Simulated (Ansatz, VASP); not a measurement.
# ZnSe in VASP and in Ansatz

```
Zn Se
1.0
     0.00000    2.78376    2.78376
     2.78376    0.00000    2.78376
     2.78376    2.78376    0.00000
Zn Se
1 1
Direct
  0.00000 0.00000 0.00000
  0.25000 0.25000 0.25000
```

Alike in both runs: functional LDA; k mesh 8 × 8 × 8; occupations gaussian, width 0.02 eV; no spin polarisation.

Ansatz relaxed the structure, and its values are those at the end. VASP's run is a single point on that final structure, the one shown.

|  | VASP | Ansatz |
| --- | --- | --- |
| version | VASP 6.6.1 | Ansatz 0.2.0 |
| potentials or method | VASP PAW LDA potentials, release 64 (Zn, Se), cutoff 500 eV | scalar-relativistic, plane waves, PAW |
| valence electrons in the cell | 18 | 28 |

Ansatz gave:

- gap on the k mesh at the Fermi level (eV): 1.25
- least direct gap on the mesh (eV): 1.25
- pressure (GPa): 0.0

Problem. Which values does VASP return?

Solution. gap on the k mesh at the Fermi level (eV): 1.29; least direct gap on the mesh (eV): 1.29; pressure (GPa): 0.4.

LDA's correlation is that of Perdew and Zunger in VASP and of Perdew and Wang (1992) in Ansatz. VASP's potentials hold 18 valence electrons a cell and Ansatz's 28, so a difference there can come from the potentials and not from the codes.
